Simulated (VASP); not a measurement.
# ZnTe2O3 (P6/mmm) in VASP: notebook

ZnTe2O3 is run at these levels: PBE; tasks: single point, relaxation of cell and atoms.

Program: VASP 6.6.1. These are calculated values, not measurements. Logs are shortened: lines on timing, memory, paths and dates and some standing lists are left out, and cuts for length are marked.

### 1 The cell of the first run

It takes space group P6/mmm (No. 191, hexagonal). Conventional cell: a = 5.685 Å, b = 5.685 Å, c = 3.400 Å, α = 90.00°, β = 90.00°, γ = 120.00°. Zn (site symmetry 6/mmm) has 6 Te at 3.28 Å and 12 O at 3.31 Å and 2 Zn at 3.40 Å within 4.3 Å. Te (site symmetry -6m2) has 6 O at 2.36 Å within 3.1 Å. Within 3.1 Å of O (site symmetry mmm) lie 4 Te at 2.36 Å and 4 O at 2.84 Å.

The cell was built from a structure type or drawn by symmetry, and may not be a known phase.

### 2 Single point, PBE

Input file INCAR:

```
SYSTEM = ZnTe2O3
PREC     = Accurate       ! precision mode
ENCUT    = 520            ! plane-wave cutoff, eV
EDIFF    = 1E-7           ! SCF threshold, eV
ISMEAR   = 0              ! smearing method
SIGMA    = 0.1            ! smearing width, eV
LREAL    = .FALSE.        ! projectors in reciprocal space
LASPH    = .TRUE.         ! aspherical terms in the spheres
NELM     = 100            ! most SCF steps
ALGO     = Normal         ! electronic algorithm
ISIF     = 2              ! what is computed and relaxed
LWAVE    = .FALSE.        ! write WAVECAR
LCHARG   = .TRUE.         ! write CHGCAR
GGA      = PE             ! functional
LELF     = .TRUE.         ! ELF
LVHAR    = .TRUE.       
NBANDS   = 30             ! bands
```

Input file KPOINTS:

```
Automatic mesh
0
G
  6 6 6
  0 0 0
```

Input file POSCAR:

```
ZnTe2O3
1.0
    5.6849621582      0.0000000000      0.0000000000
   -2.8424810791      4.9233216486      0.0000000000
    0.0000000000      0.0000000000      3.3996786776
Zn Te O
1 2 3
Direct
    0.0000000000      0.0000000000      0.0000000000
    0.3333333333      0.6666666667      0.0000000000
    0.6666666667      0.3333333333      0.0000000000
    0.5000000000      0.0000000000      0.5000000000
    0.5000000000      0.5000000000      0.5000000000
    0.0000000000      0.5000000000      0.5000000000
```

Potentials or basis: VASP PAW PBE potentials, release 64 (Zn, Te, O).

Command:

```bash
$ cat potpaw_PBE.64/Zn/POTCAR potpaw_PBE.64/Te/POTCAR potpaw_PBE.64/O/POTCAR > POTCAR
$ mpirun -np 1 vasp_std > vasp.out
```

OUTCAR:

```text
SYSTEM = ZnTe2O3
   PREC = Accurate
   ENCUT = 520
   EDIFF = 1E-7
   ISMEAR = 0
   LREAL = .FALSE.
   LASPH = .TRUE.
   NELM = 100
   ISIF = 2
   GGA = PE

 ion  position               nearest neighbor table
   1  0.000  0.000  0.000-   2 3.28   3 3.28   3 3.28   2 3.28   3 3.28   2 3.28
   2  0.333  0.667  0.000-   6 2.36   6 2.36   4 2.36   4 2.36   5 2.36   5 2.36   3 3.28   1 3.28
                             3 3.28   1 3.28   1 3.28   3 3.28
   3  0.667  0.333  0.000-   6 2.36   6 2.36   4 2.36   4 2.36   5 2.36   5 2.36   2 3.28   1 3.28
                             2 3.28   1 3.28   1 3.28   2 3.28
   4  0.500  0.000  0.500-   2 2.36   3 2.36   2 2.36   3 2.36
   5  0.500  0.500  0.500-   2 2.36   3 2.36   2 2.36   3 2.36
   6  0.000  0.500  0.500-   2 2.36   3 2.36   2 2.36   3 2.36

  LATTYP: Found a hexagonal cell.
 ALAT       =     5.6849621582
 C/A-ratio  =     0.5980125431

  Lattice vectors:

 A1 = (   5.6849621582,   0.0000000000,   0.0000000000)
 A2 = (  -2.8424810791,   4.9233216486,   0.0000000000)
 A3 = (   0.0000000000,   0.0000000000,   3.3996786776)

Analysis of symmetry for initial positions (statically):
=====================================================================
 Subroutine PRICEL returns:
 Original cell was already a primitive cell.

 Routine SETGRP: Setting up the symmetry group for a
 hexagonal supercell.

 Subroutine GETGRP returns: Found 24 space group operations
 (whereof 24 operations were pure point group operations)
 out of a pool of 24 trial point group operations.

The static configuration has the point symmetry D_6h.

Analysis of symmetry for dynamics (positions and initial velocities):
=====================================================================
 Subroutine PRICEL returns:
 Original cell was already a primitive cell.

 Routine SETGRP: Setting up the symmetry group for a
 hexagonal supercell.

 Subroutine GETGRP returns: Found 24 space group operations
 (whereof 24 operations were pure point group operations)
 out of a pool of 24 trial point group operations.

The dynamic configuration has the point symmetry D_6h.

 Subroutine INISYM returns: Found 24 space group operations
 (whereof 24 operations are pure point group operations),
 and found     1 'primitive' translations

----------------------------------------------------------------------------------------

                                     Primitive cell

  volume of cell :      95.1533

  direct lattice vectors                    reciprocal lattice vectors
     5.684962158  0.000000000  0.000000000     0.175902666  0.101557452  0.000000000
    -2.842481079  4.923321649  0.000000000     0.000000000  0.203114903  0.000000000
     0.000000000  0.000000000  3.399678678     0.000000000  0.000000000  0.294145446

  length of vectors
     5.684962158  5.684962158  3.399678678     0.203114903  0.203114903  0.294145446

  position of ions in fractional coordinates (direct lattice)
     0.000000000  0.000000000  0.000000000
     0.333333333  0.666666667  0.000000000
     0.666666667  0.333333333  0.000000000
     0.500000000  0.000000000  0.500000000
     0.500000000  0.500000000  0.500000000
     1.000000000  0.500000000  0.500000000

  ion indices of the primitive-cell ions
   primitive index   ion index
                 1           1
                 2           2
                 3           3
                 4           4
                 5           5
                 6           6

----------------------------------------------------------------------------------------

 KPOINTS: Automatic mesh

Automatic generation of k-mesh.
 Grid dimensions read from file:
 generate k-points for:    6    6    6

 Generating k-lattice:

  Cartesian coordinates                     Fractional coordinates (reciprocal lattice)
     0.029317111  0.016926242  0.000000000     0.166666667 -0.000000000  0.000000000
     0.000000000  0.033852484  0.000000000     0.000000000  0.166666667  0.000000000
     0.000000000  0.000000000  0.049024241     0.000000000  0.000000000  0.166666667

  Length of vectors
     0.033852484  0.033852484  0.049024241

  Shift w.r.t. Gamma in fractional coordinates (k-lattice)
     0.000000000  0.000000000  0.000000000

 Subroutine IBZKPT returns following result:
 ===========================================

 Found     28 irreducible k-points:

 Following reciprocal coordinates:
            Coordinates               Weight
  0.000000  0.000000  0.000000      1.000000
  0.166667 -0.000000  0.000000      6.000000
  0.333333 -0.000000  0.000000      6.000000
  0.500000  0.000000  0.000000      3.000000
  0.166667  0.166667  0.000000      6.000000
  0.333333  0.166667  0.000000     12.000000
[... 16 lines left out ...]
  0.166667 -0.000000  0.500000      6.000000
  0.333333 -0.000000  0.500000      6.000000
 [... further k-points ...]
   k-points           NKPTS =     28   k-points in BZ     NKDIM =     28   number of bands    NBANDS=     30
[... 59 lines left out ...]
  ext. energy  EPLUGINS =         0.00000000
  ---------------------------------------------------
  free energy    TOTEN  =       -22.68473561 eV

  energy without entropy =      -22.67505711  energy(sigma->0) =      -22.67989636

 E-fermi :   6.2508     XC(G=0): -10.5472

 val. band max:        6.2053164839   @ k =   0.1667   0.1667   0.3333
 cond. band min:       6.2720018078   @ k =   0.1667  -0.0000   0.3333
 fundamental gap:      0.0666853239
 Fermi energy:         6.2507586978

 k-point     1 :       0.0000    0.0000    0.0000
  band No.  band energies     occupation
      1     -13.7279      2.00000
      2     -12.0177      2.00000
      3     -12.0177      2.00000
      4      -6.5085      2.00000
      5      -3.7966      2.00000
      6      -0.3007      2.00000
[... 22 lines left out ...]
     29      12.9848      0.00000
     30      15.4090      0.00000

 k-point     2 :       0.1667   -0.0000    0.0000
  band No.  band energies     occupation
      1     -13.6514      2.00000
      2     -12.1607      2.00000
      3     -12.0196      2.00000
      4      -6.2994      2.00000
      5      -3.9057      2.00000
      6      -0.3217      2.00000
[... 22 lines left out ...]
     29      13.5192      0.00000
     30      15.0194      0.00000

 k-point     3 :       0.3333   -0.0000    0.0000
  band No.  band energies     occupation
      1     -13.4437      2.00000
      2     -12.4918      2.00000
      3     -12.0240      2.00000
      4      -5.8007      2.00000
      5      -4.2250      2.00000
      6      -0.3612      2.00000
[... 22 lines left out ...]
     29      14.0765      0.00000
     30      14.5662      0.00000

 k-point     4 :       0.5000    0.0000    0.0000
  band No.  band energies     occupation
      1     -13.2647      2.00000
      2     -12.7287      2.00000
      3     -12.0262      2.00000
      4      -5.4363      2.00000
      5      -4.5094      2.00000
      6      -0.3719      2.00000
[... 22 lines left out ...]
     29      14.3668      0.00000
     30      14.4009      0.00000

 k-point     5 :       0.1667    0.1667    0.0000
  band No.  band energies     occupation
      1     -13.5065      2.00000
      2     -12.3982      2.00000
      3     -12.0241      2.00000
      4      -5.9410      2.00000
      5      -4.1276      2.00000
      6      -0.3606      2.00000
[... 22 lines left out ...]
     29      13.8373      0.00000
     30      14.6593      0.00000
[... 526 lines left out ...]
     29      12.3369      0.00000
     30      14.8717      0.00000

 k-point    22 :       0.0000    0.0000    0.5000
  band No.  band energies     occupation
      1     -12.7731      2.00000
      2     -11.6556      2.00000
      3     -11.6556      2.00000
      4      -7.3805      2.00000
      5      -4.1206      2.00000
      6      -2.2839      2.00000
[... 22 lines left out ...]
     29      12.7238      0.00000
     30      16.3117      0.00000

 k-point    23 :       0.1667   -0.0000    0.5000
  band No.  band energies     occupation
      1     -12.7175      2.00000
      2     -11.7357      2.00000
      3     -11.6567      2.00000
      4      -7.2633      2.00000
      5      -4.5446      2.00000
      6      -2.0666      2.00000
[... 22 lines left out ...]
     29      12.7499      0.00000
     30      15.8747      0.00000

 k-point    24 :       0.3333   -0.0000    0.5000
  band No.  band energies     occupation
      1     -12.5689      2.00000
      2     -11.9321      2.00000
      3     -11.6587      2.00000
      4      -6.9403      2.00000
      5      -5.3017      2.00000
      6      -1.4969      2.00000
[... 22 lines left out ...]
     29      12.7748      0.00000
     30      15.3844      0.00000

 [... further k-points ...]

------------------------ aborting loop because EDIFF is reached ----------------------------------------

  FORCE on cell =-STRESS in cart. coord.  units (eV):
  Direction    XX          YY          ZZ          XY          YZ          ZX
  --------------------------------------------------------------------------------------
  -------------------------------------------------------------------------------------
  Total       -0.3032736     -0.3032736     -0.4769549      0.0000000      0.0000000     -0.0000000
  in kB       -5.1064793     -5.1064793     -8.0309003      0.0000000      0.0000000     -0.0000000
  external PRESSURE =      -6.0812863 kB  Pullay stress =       0.0000000 kB

 VOLUME and BASIS-vectors are now :
 -----------------------------------------------------------------------------
  energy-cutoff  :      520.00
  volume of cell :       95.15
      direct lattice vectors                 reciprocal lattice vectors
     5.684962158  0.000000000  0.000000000     0.175902666  0.101557452  0.000000000
    -2.842481079  4.923321649  0.000000000     0.000000000  0.203114903  0.000000000
     0.000000000  0.000000000  3.399678678     0.000000000  0.000000000  0.294145446

 POSITION                                       TOTAL-FORCE (eV/Angst)
 -----------------------------------------------------------------------------------
      0.00000      0.00000      0.00000         0.000000     -0.000000      0.000000
     -0.00000      3.28221      0.00000        -0.000000      0.000000      0.000000
      2.84248      1.64111      0.00000         0.000000     -0.000000      0.000000
      2.84248      0.00000      1.69984         0.000000     -0.000000      0.000000
      1.42124      2.46166      1.69984         0.000000     -0.000000      0.000000
     -1.42124      2.46166      1.69984         0.000000     -0.000000      0.000000
 -----------------------------------------------------------------------------------
    total drift:                                0.000000     -0.000000     -0.000000

  FREE ENERGIE OF THE ION-ELECTRON SYSTEM (eV)
  ---------------------------------------------------
  free  energy   TOTEN  =       -22.6847356060 eV

  energy  without entropy=      -22.6750571140  energy(sigma->0) =      -22.67989636
```

It took 62 s on 1 thread of Intel Xeon 6975P-C (Granite Rapids), shared host; peak memory 0.26 GiB.

What came out:

| Property | Result |
| --- | --- |
| Free energy | -22.6847 eV |
| Pressure | -0.6 GPa |
| Band gap on the k mesh | zero (bands 21 and 22 overlap by 2.43 eV) |

Caveat: spin-orbit coupling is left out, which moves the levels of the heavy elements.

### 3 Relaxation of cell and atoms, PBE

This run uses another cell than the first one, of 16.62 Å³/atom.

Input file INCAR:

```
SYSTEM = ZnTe2O3
PREC = Accurate
ENCUT = 600
EDIFF = 1E-7
ISMEAR = 0
SIGMA = 0.1
LREAL = .FALSE.
LASPH = .TRUE.
NELM = 100
ALGO = Normal
ISIF = 3
LWAVE = .FALSE.
LCHARG = .FALSE.
GGA = PE
IBRION = 2
NSW = 90
EDIFFG = -0.04
```

Input file KPOINTS:

```
Automatic mesh
0
G
  3 3 6
  0 0 0
```

POSCAR, as its differences from that of step 2:

```diff
@@ -2,5 +2,5 @@
 1.0
-    5.6849621582      0.0000000000      0.0000000000
-   -2.8424810791      4.9233216486      0.0000000000
-    0.0000000000      0.0000000000      3.3996786776
+    5.9182492243      0.0000000000      0.0000000000
+   -2.9591246122      5.1253541742      0.0000000000
+    0.0000000000      0.0000000000      3.2870488413
 Zn Te O
```

Potentials or basis: VASP PAW PBE potentials, release 64 (Zn, Te, O).

Command:

```bash
$ cat potpaw_PBE.64/Zn/POTCAR potpaw_PBE.64/Te/POTCAR potpaw_PBE.64/O/POTCAR > POTCAR
$ mpirun -np 1 vasp_std > vasp.out
```

Run time: 98 s. Hardware: 1 thread of Intel Xeon 6975P-C (Granite Rapids), shared host; peak memory 0.27 GiB.

The run converged. Its results:

```
Free energy                           : -22.6908 eV
Relaxed volume                        : 15.87 Å³/atom
Relaxed cell                          : a = 5.706 Å, b = 5.706 Å, c = 3.376 Å, α = 90.00°, β = 90.00°, γ = 120.00°
Space group after relaxing (to 0.1 Å) : P6/mmm (No. 191)
Energy gained by relaxing             : 19.5 meV/atom
Ionic steps                           : 6
Pressure after relaxing               : 0.0 GPa
Band gap on the k mesh                : zero (bands 21 and 22 overlap by 2.36 eV)
```

Stress tensor (GPa, compression positive):
```
 0.07  0.00  0.00
 0.00  0.07  0.00
 0.00  0.00 -0.02
```

Step by step:
| step | energy change (eV) | largest force (eV/Å) | pressure (GPa) | volume (Å³) |
| --- | --- | --- | --- | --- |
| 1 | 0.0000 | 0.0000 | -1.22 | 99.71 |
| 2 | -0.0889 | 0.0000 | -1.31 | 97.86 |
| 3 | -0.1126 | 0.0000 | -1.22 | 96.45 |
| 4 | -0.1128 | 0.0000 | -1.21 | 96.36 |
| 5 | -0.1135 | 0.0000 | 1.16 | 94.16 |
| 6 | -0.1172 | 0.0000 | 0.04 | 95.20 |

Final structure:
```
CELL_PARAMETERS angstrom
5.70601 0.00000 0.00000
-2.85300 4.94155 0.00000
0.00000 0.00000 3.37633
ATOMIC_POSITIONS crystal
Zn 0.00000 0.00000 0.00000
Te 0.33333 0.66667 0.00000
Te 0.66667 0.33333 0.00000
O 0.50000 0.00000 0.50000
O 0.50000 0.50000 0.50000
O 0.00000 0.50000 0.50000
```

Levels at points of the mesh, in eV from the Fermi level:
```
           k point  band 19  band 20  band 21  band 22  band 23  band 24
(0.00, 0.00, 0.00)    -1.95    -1.87    -1.87    -1.42     1.09     1.81
(0.00, 0.00, 0.50)    -1.37    -1.37    -0.56    -0.41    -0.16     2.08
```

Caveat: the k points lie up to 0.42 Å⁻¹ apart in the final cell, too coarse for converged energies and pressures of a metal; spin-orbit coupling is left out, which moves the levels of the heavy elements.

### 4 Relaxation of cell and atoms, PBE

This run uses another cell than the first one, of 17.45 Å³/atom.

Input file INCAR:

```
ALGO = Normal ; EDIFF = 1E-7
EDIFFG = -0.04 ; ENCUT = 600
GGA = PE ; IBRION = 2
ISIF = 3 ; ISMEAR = 0
LASPH = True ; LCHARG = False
LREAL = False ; LWAVE = False
NELM = 100 ; NSW = 90
PREC = Accurate ; SIGMA = 0.1
```

Input file KPOINTS:

```
k-points
0
Gamma
  6 6 4
```

Input file POSCAR:

```
ZnTe2O3
1.0
    5.3594875700      0.0000000000      0.0000000000
   -2.6797437800      4.6414523800      0.0000000000
    0.0000000000      0.0000000000      4.2095423200
Zn Te O
1 2 3
Direct
    0.0000000000      0.0000000000      0.0000000000
    0.3333333300      0.6666666700      0.0000000000
    0.6666666700      0.3333333300      0.0000000000
    0.5000000000      0.0000000000      0.5000000000
    0.5000000000      0.5000000000      0.5000000000
    0.0000000000      0.5000000000      0.5000000000
```

Command:

```bash
$ cat potpaw_PBE.64/Zn/POTCAR potpaw_PBE.64/Te/POTCAR potpaw_PBE.64/O/POTCAR > POTCAR
$ mpirun -np 1 vasp_std > vasp.out
```

Wall time 6.2 min (1 thread of Intel Xeon 6975P-C (Granite Rapids), shared host); peak memory 0.33 GiB.

The run converged. Its results:

| Quantity | Value |
| --- | --- |
| Free energy | -22.6544 eV |
| Relaxed volume | 16.51 Å³/atom |
| Relaxed cell | a = 5.904 Å, b = 5.904 Å, c = 3.282 Å, α = 90.00°, β = 90.00°, γ = 120.00° |
| Space group after relaxing (to 0.1 Å) | P6/mmm (No. 191) |
| Energy gained by relaxing | 532.7 meV/atom |
| Ionic steps | 12 |
| Pressure after relaxing | 0.0 GPa |
| Band gap on the k mesh | zero (bands 21 and 22 overlap by 1.84 eV) |

Step by step:
```
step  energy change (eV)  largest force (eV/Å)  pressure (GPa)  volume (Å³)
   1              0.0000                0.0000           -9.52       104.72
   2             -2.7472                0.0000            1.33        88.93
   3             -2.8345                0.0000            5.03        86.92
   4             -2.8386                0.0000            6.22        86.35
   5             -3.0913                0.0000            3.04        91.74
   6             -3.1569                0.0000            1.52        95.21
   7             -3.1795                0.0000           -1.44       102.13
   8             -3.1954                0.0000           -0.45        99.64
   9             -3.1954                0.0000           -0.18        99.03
  10             -3.1956                0.0000           -0.29        99.28
  11             -3.1957                0.0000            0.32        98.89
  12             -3.1960                0.0000            0.02        99.08
```

Final structure:
```cif
data_structure
_symmetry_space_group_name_H-M 'P 1'
_symmetry_Int_Tables_number 1
_cell_length_a 5.9039
_cell_length_b 5.9039
_cell_length_c 3.2823
_cell_angle_alpha 90.000
_cell_angle_beta 90.000
_cell_angle_gamma 120.000
_cell_volume 99.08
loop_
_atom_site_label
_atom_site_type_symbol
_atom_site_fract_x
_atom_site_fract_y
_atom_site_fract_z
_atom_site_occupancy
Zn1 Zn 0.00000 0.00000 0.00000 1
Te1 Te 0.33333 0.66667 0.00000 1
Te2 Te 0.66667 0.33333 0.00000 1
O1 O 0.50000 0.00000 0.50000 1
O2 O 0.50000 0.50000 0.50000 1
O3 O 0.00000 0.50000 0.50000 1
```

Levels at points of the mesh, in eV from the Fermi level:
```
           k point  band 18  band 19  band 20  band 21  band 22  band 23  band 24  band 25
(0.00, 0.00, 0.00)    -3.15    -2.57    -1.88    -1.88    -1.54     1.14     1.66     1.66
(0.50, 0.00, 0.00)    -2.88    -2.84    -1.71    -1.13     1.23     1.24     2.44     2.52
(0.00, 0.00, 0.50)    -2.34    -1.52    -1.52    -1.41    -0.89    -0.59     1.56     2.53
(0.50, 0.00, 0.50)    -3.30    -2.65    -1.50    -0.12     0.84     1.37     1.56     2.17
```

Caveat: the k points lie up to 0.48 Å⁻¹ apart in the final cell, too coarse for converged energies and pressures of a metal; a cell axis changed by over 15 % at a fixed basis, so the end point is rough; spin-orbit coupling is left out, which moves the levels of the heavy elements.

### 5 Overview

| task | cell | k mesh | cutoff (eV) | gap on the mesh (eV) | pressure (GPa) | relaxed volume (Å³/atom) |
| --- | --- | --- | --- | --- | --- | --- |
| single point | a = 5.685, b = 5.685, c = 3.400 Å, angles 90.0, 90.0, 120.0°, 6 atoms | 6 × 6 × 6 | 520 | none | -0.6 | - |
| relaxation of cell and atoms | relaxed from a = 5.918, b = 5.918, c = 3.287 Å, angles 90.0, 90.0, 120.0°, 6 atoms | 3 × 3 × 6 | 600 | none | 0.0 | 15.87 |
| relaxation of cell and atoms | relaxed from a = 5.359, b = 5.359, c = 4.210 Å, angles 90.0, 90.0, 120.0°, 6 atoms | 6 × 6 × 4 | 600 | none | 0.0 | 16.51 |

Alike in all rows: level PBE; potentials or basis VASP PAW PBE potentials, release 64 (Zn, Te, O); no spin polarisation; smearing gaussian 0.1 eV.

Caveats: some runs use coarse meshes; spin-orbit coupling is left out, which moves the levels of the heavy elements; a cell axis changed by over 15 % at a fixed basis, so the end point is rough (at least some runs).

Absolute energies hang on the potentials; compare differences alone.
